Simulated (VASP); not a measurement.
# KF (P6_3/mmc) in VASP: G0W0 quasiparticle levels with PBE

Aim: the G0W0 quasiparticle levels of KF with PBE.

Everything below comes from runs of VASP 6.6.1. Logs are shortened: lines on timing, memory, paths and dates and some standing lists are left out, and cuts for length are marked.

## (1) The cell of the first run

Symmetry: P6_3/mmc, No. 194, hexagonal system. The conventional cell has a = 4.485 Å, b = 4.485 Å, c = 5.271 Å, α = 90.00°, β = 90.00°, γ = 120.00°. K (site symmetry -6m2) has 5 F at 2.59 to 2.64 Å within 3.4 Å. Within 3.4 Å of F (site symmetry -6m2) lie 5 K at 2.59 to 2.64 Å.

## (2) G0W0 quasiparticle levels, PBE

Input file POSCAR:

```
KF
1.0
    4.4850021959      0.0000000000      0.0000000000
   -2.2425010980      3.8841258377      0.0000000000
    0.0000000000      0.0000000000      5.2712956547
K F
2 2
Direct
    0.3333333333      0.6666666667     -0.0625000000
    0.6666666667      0.3333333333      0.4375000000
    0.3333333333      0.6666666667      0.4375000000
    0.6666666667      0.3333333333      0.9375000000
```

Input file INCAR.step1:

```
SYSTEM = KF
  PREC = Accurate
  ENCUT = 500
  EDIFF = 1E-8
  ISMEAR = 0
  SIGMA = 0.01
  LREAL = .False.
  LASPH = .True.
  NELM = 60
  ALGO = Normal
  LWAVE = .True.
  LCHARG = .False.
  GGA = PE
```

Input file INCAR.step2:

```
SYSTEM = KF
  PREC = Accurate
  ENCUT = 500
  EDIFF = 1E-8
  ISMEAR = 0
  SIGMA = 0.01
  LREAL = .False.
  LASPH = .True.
  NELM = 1
  ALGO = Exact
  LWAVE = .True.
  LCHARG = .False.
  GGA = PE
  NBANDS = 165
  LOPTICS = .True.
  ISTART = 1
```

Input file INCAR.step3:

```
SYSTEM = KF
  PREC = Accurate
  ENCUT = 500
  EDIFF = 1E-8
  ISMEAR = 0
  SIGMA = 0.01
  LREAL = .False.
  LASPH = .True.
  ALGO = EVGW0
  LWAVE = .False.
  LCHARG = .False.
  GGA = PE
  NELMGW = 1
  NBANDS = 165
  ENCUTGW = 80.0
  NOMEGA = 96
  PRECFOCK = Fast
  ISTART = 1
  NBANDSGW = 24
  OMEGAMAX = 20
```

Input file KPOINTS:

```
regular mesh
0
Gamma
  6 6 4
  0 0 0
```

Potentials or basis: VASP PAW PBE potentials, release 64 (K_sv_GW, F_GW).

The run is started by

```bash
cat potpaw_PBE.64/K_sv_GW/POTCAR potpaw_PBE.64/F_GW/POTCAR > POTCAR
cp INCAR.step1 INCAR
mpirun -np 1 vasp_std > vasp.out
cp INCAR.step2 INCAR
mpirun -np 1 vasp_std > vasp.out
cp INCAR.step3 INCAR
mpirun -np 1 vasp_std > vasp.out
```

OUTCAR:

```text
SYSTEM = KF
   PREC = Accurate
   ENCUT = 500
   EDIFF = 1E-8
   ISMEAR = 0
   LREAL = .False.
   LASPH = .True.
   GGA = PE
   NELMGW = 1
   ENCUTGW = 80.0
   PRECFOCK = Fast
   ISTART = 1

 ion  position               nearest neighbor table
   1  0.333  0.667  0.938-   4 2.59   4 2.59   4 2.59   3 2.64   3 2.64
   2  0.667  0.333  0.438-   3 2.59   3 2.59   3 2.59   4 2.64   4 2.64
   3  0.333  0.667  0.438-   2 2.59   2 2.59   2 2.59   1 2.64   1 2.64
   4  0.667  0.333  0.938-   1 2.59   1 2.59   1 2.59   2 2.64   2 2.64

  LATTYP: Found a hexagonal cell.
 ALAT       =     4.4850021959
 C/A-ratio  =     1.1753161815

  Lattice vectors:

 A1 = (   4.4850021959,   0.0000000000,   0.0000000000)
 A2 = (  -2.2425010980,   3.8841258377,   0.0000000000)
 A3 = (   0.0000000000,   0.0000000000,   5.2712956547)

Analysis of symmetry for initial positions (statically):
=====================================================================
 Subroutine PRICEL returns:
 Original cell was already a primitive cell.

 Routine SETGRP: Setting up the symmetry group for a
 hexagonal supercell.

 Subroutine GETGRP returns: Found 24 space group operations
 (whereof  6 operations were pure point group operations)
 out of a pool of 24 trial point group operations.

The static configuration has the point symmetry C_3v.
 The point group associated with its full space group is D_6h.

Analysis of symmetry for dynamics (positions and initial velocities):
=====================================================================
 Subroutine PRICEL returns:
 Original cell was already a primitive cell.

 Routine SETGRP: Setting up the symmetry group for a
 hexagonal supercell.

 Subroutine GETGRP returns: Found 24 space group operations
 (whereof  6 operations were pure point group operations)
 out of a pool of 24 trial point group operations.

The dynamic configuration has the point symmetry C_3v.
 The point group associated with its full space group is D_6h.

 Subroutine INISYM returns: Found 24 space group operations
 (whereof  6 operations are pure point group operations),
 and found     1 'primitive' translations

----------------------------------------------------------------------------------------

                                     Primitive cell

  volume of cell :      91.8276

  direct lattice vectors                    reciprocal lattice vectors
     4.485002196  0.000000000  0.000000000     0.222965331  0.128729094  0.000000000
    -2.242501098  3.884125838  0.000000000     0.000000000  0.257458188  0.000000000
     0.000000000  0.000000000  5.271295655     0.000000000  0.000000000  0.189706680

  length of vectors
     4.485002196  4.485002196  5.271295655     0.257458188  0.257458188  0.189706680

  position of ions in fractional coordinates (direct lattice)
     0.333333333  0.666666667  0.937500000
     0.666666667  0.333333333  0.437500000
     0.333333333  0.666666667  0.437500000
     0.666666667  0.333333333  0.937500000

  ion indices of the primitive-cell ions
   primitive index   ion index
                 1           1
                 2           2
                 3           3
                 4           4

----------------------------------------------------------------------------------------

 KPOINTS: regular mesh

Automatic generation of k-mesh.
 Grid dimensions read from file:
 generate k-points for:    6    6    4

 Generating k-lattice:

  Cartesian coordinates                     Fractional coordinates (reciprocal lattice)
     0.037160889  0.021454849  0.000000000     0.166666667  0.000000000  0.000000000
     0.000000000  0.042909698  0.000000000     0.000000000  0.166666667  0.000000000
     0.000000000  0.000000000  0.047426670     0.000000000  0.000000000  0.250000000

  Length of vectors
     0.042909698  0.042909698  0.047426670

  Shift w.r.t. Gamma in fractional coordinates (k-lattice)
     0.000000000  0.000000000  0.000000000

 Subroutine IBZKPT returns following result:
 ===========================================

 Found     21 irreducible k-points:

 Following reciprocal coordinates:
            Coordinates               Weight
  0.000000  0.000000  0.000000      1.000000
  0.166667  0.000000  0.000000      6.000000
  0.333333  0.000000  0.000000      6.000000
  0.500000  0.000000  0.000000      3.000000
  0.166667  0.166667  0.000000      6.000000
  0.333333  0.166667  0.000000     12.000000
[... 13 lines left out ...]
  0.333333  0.166667  0.500000     12.000000
  0.333333  0.333333  0.500000      2.000000
   k-points           NKPTS =     21   k-points in BZ     NKDIM =    144   number of bands    NBANDS=    165
   number of dos      NEDOS =    301   number of ions     NIONS =      4
   total plane-waves  NPLWV =  51840
   dimension x,y,z NGX =    36 NGY =   36 NGZ =   40
   dimension x,y,z NGXF=    72 NGYF=   72 NGZF=   80
   ions per type =               2   2
   NGX,Y,Z   is equivalent  to a cutoff of  13.34, 13.34, 12.62 a.u.
   NGXF,Y,Z  is equivalent  to a cutoff of  26.69, 26.69, 25.23 a.u.
 SYSTEM =  KF
   PREC   = accura    normal or accurate (medium, high low for compatibility)
   ISTART =      1    job   : 0-new  1-cont  2-samecut
   ICHARG =      0    charge: 1-file 2-atom 10-const
   ISPIN  =      1    spin polarized calculation?
   LNONCOLLINEAR =      F non collinear calculations
   LSORBIT =      F    spin-orbit coupling
   LASPH  =      T    aspherical Exc in radial PAW
   ENCUT  =  500.0 eV  36.75 Ry    6.06 a.u.   8.18  8.18  9.61*2*pi/ulx,y,z
   NELM   =     60;   NELMIN=  2; NELMDL=  0     # of ELM steps
   EDIFF  = 0.1E-07   stopping-criterion for ELM
   LREAL  =      F    real-space projection
   EDIFFG = 0.1E-06   stopping-criterion for IOM
   NSW    =      0    number of steps for IOM
   IBRION =     -1    ionic relax: 0-MD 1-quasi-New 2-CG
   NFREE  =      0    steps in history (QN), initial steepest desc. (CG)
   ISIF   =      0    stress and relaxation
   ISYM   =      3    0-nonsym 1-usesym 2-fastsym
   POTIM  = 0.5000    time-step for ionic-motion
   TEBEG  =    0.0;   TEEND  =   0.0 temperature during run
   PSTRESS=    0.0 pullay stress
   NELECT =      32.0000    total number of electrons
   NUPDOWN=      -1.0000    fix difference up-down
   EMIN   =  10.00;   EMAX   =-10.00  energy-range for DOS
   EFERMI =   0.00;   METHOD = LEGACY
   ISMEAR =     0;   SIGMA  =   0.01  broadening in eV -4-tet -1-fermi 0-gaus
   EFERMI_NEDOS =   21; number of points for ismear=-14 and -15
   IALGO  =     38    algorithm
   IMIX   =      4    mixing-type and parameters
     AMIX     =   0.40;   BMIX     =  1.00
     AMIX_MAG =   1.60;   BMIX_MAG =  1.00
  volume/ion in A,a.u.               =      22.96       154.92
  Fermi-wavevector in a.u.,A,eV,Ry     =   1.152039  2.177037 18.057558  1.327193
  Thomas-Fermi vector in A             =   2.288692
   LORBIT       =      0    0 simple, 1 ext, 2 COOP (PROOUT), +10 PAW based schemes
   GGA     = PE    functional components
   LHFCALC =     T    Hartree Fock is set to
   PRECFOCK=fast      Normal, Fast or Accurate (Low or Medium for compatibility)
   ENCUT4O =  -1.0   cutoff for four orbital integrals eV
   NKREDX  =     1    reduce k-point grid by
   NKREDY  =     1    reduce k-point grid by
   NKREDZ  =     1    reduce k-point grid by
   AEXX    =    1.0000 exact exchange contribution
   HFSCREEN=    0.0000 screening length (either q_TF or 0.3 A-1)
   HFSCREENC=   0.0000 screening length for correlation (either q_TF or 0.3 A-1)
   ENCUTFOCK=  -1.0 apply spherical cutoff to Coloumb kernel
   IVDW    =     0    specifies the selected vdW correction
   LEPSILON=     F    determine dielectric tensor
   LRPA    =     F    only Hartree local field effects (RPA)
   LRPAFORCE           =     F    calculate RPA forces
   ENCUTGW             =  80.0    cutoff for response function in eV
   ENCUTGWSOFT         =  64.0    soft cutoff for Coulomb kernel in GW response function in eV
   ENCUTLF             =  -1.0    cutoff for local field effects
   NELMGW              =     1    number of iterations in solving QP/BSE equation
   NELMHF              =     1    number of iterations in the inner HF iteration
   NKREDLFX            =     1    NKREDLFY  =   1   NKREDLFZ  =   1
 non-spin polarized calculation
 Gauss-broadening in eV      SIGMA  =   0.01
  energy-cutoff  :      500.00
  volume of cell :       91.83
 maximum number of plane-waves:      2347
 NGX is ok and might be reduce to    36
  NGX = 18; NGY = 18; NGZ = 24
   NGX = 17   NGY = 17   NGZ = 19
 maximum number of plane-waves:       158
 NGX is ok and might be reduce to    14

 QP shifts <psi_nk| G(iteration)W_0 |psi_nk>: iteration 1
 for sc-GW calculations column KS-energies equals QP-energies in previous step
 and V_xc(KS)=  KS-energies - (<T + V_ion + V_H > + <T+V_H+V_ion>^1  + <V_x>^1)

 k-point   1 :       0.0000    0.0000    0.0000
  band No.  KS-energies  QP-energies   sigma(KS)   V_xc(KS)     V^pw_x(r,r')   Z            occupation Imag(sigma)

      1     -27.5387     -30.0986     -22.3090     -18.4564     -30.7296       0.6645       2.0000       0.4323
      2     -27.4247     -29.9780     -22.4247     -18.5774     -30.8030       0.6637       2.0000       0.4102
      3     -20.0470     -24.2563     -29.0444     -23.0369     -37.0894       0.7007       2.0000       0.5267
      4     -20.0231     -24.2245     -29.0156     -23.0282     -37.0472       0.7017       2.0000       0.5250
      5     -11.3113     -14.8398     -21.5427     -17.3102     -24.3741       0.8337       2.0000       0.0789
      6     -11.0914     -14.6091     -21.8568     -17.6759     -24.6145       0.8414       2.0000       0.0622
[... 16 lines left out ...]
     23       9.8074      10.9907      -6.0048      -7.3597      -3.5798       0.8734       0.0000      -0.0452
     24      10.5749      13.5313      -8.0446     -11.4066      -5.2274       0.8794       0.0000      -0.0366

 k-point   2 :       0.1667    0.0000    0.0000
  band No.  KS-energies  QP-energies   sigma(KS)   V_xc(KS)     V^pw_x(r,r')   Z            occupation Imag(sigma)

      1     -27.5283     -30.0867     -22.3186     -18.4667     -30.7344       0.6642       2.0000       0.4289
      2     -27.4277     -29.9804     -22.4208     -18.5736     -30.7992       0.6635       2.0000       0.4094
      3     -20.0600     -24.2668     -29.0167     -23.0117     -37.0622       0.7006       2.0000       0.5272
      4     -20.0385     -24.2378     -28.9924     -23.0050     -37.0260       0.7014       2.0000       0.5255
      5     -11.2785     -14.8047     -21.5826     -17.3577     -24.4091       0.8346       2.0000       0.0777
      6     -11.1134     -14.6344     -21.8242     -17.6374     -24.5869       0.8410       2.0000       0.0640
[... 16 lines left out ...]
     23       9.7191      12.2457      -7.6595     -10.5402      -5.1007       0.8771       0.0000      -0.0367
     24      10.7572      13.8991      -8.9488     -12.5520      -6.2293       0.8720       0.0000      -0.0403
[... 502 lines left out ...]
     23      10.1958      13.1413      -8.0339     -11.4001      -5.2726       0.8750       0.0000      -0.0358
     24      10.1958      13.1413      -8.0339     -11.4001      -5.2726       0.8750       0.0000      -0.0358

 k-point  21 :       0.3333    0.3333    0.5000
  band No.  KS-energies  QP-energies   sigma(KS)   V_xc(KS)     V^pw_x(r,r')   Z            occupation Imag(sigma)

      1     -27.4614     -30.0113     -22.3825     -18.5337     -30.7669       0.6625       2.0000       0.4074
      2     -27.4614     -30.0113     -22.3825     -18.5337     -30.7669       0.6625       2.0000       0.4074
      3     -20.1267     -24.2783     -28.8482     -22.8601     -36.8907       0.6933       2.0000       0.5274
      4     -20.1267     -24.2783     -28.8482     -22.8601     -36.8907       0.6933       2.0000       0.5274
      5     -11.0924     -14.6074     -21.8026     -17.6186     -24.5694       0.8401       2.0000       0.0667
      6     -11.0924     -14.6074     -21.8026     -17.6186     -24.5694       0.8401       2.0000       0.0667
[... 16 lines left out ...]
     23      10.1529      13.1142      -7.8624     -11.2391      -5.0909       0.8770       0.0000      -0.0352
     24      10.1529      13.1142      -7.8624     -11.2391      -5.0909       0.8770       0.0000      -0.0352
```

Wall time 27 min (1 thread of Intel Xeon 6975P-C (Granite Rapids), shared host); peak memory 2.4 GiB.

What came out:

```
Quasiparticle gap                                   : 8.78 eV
Least direct quasiparticle gap                      : 8.78 eV
Band gap of the starting levels on the mesh         : 5.38 eV
Least direct gap of the starting levels on the mesh : 5.38 eV
```

Caveat: bands, screening cutoff and mesh are small and nothing is extrapolated, so the quasiparticle values aren't converged; the structure was generated, so it needn't be the stable form of KF.
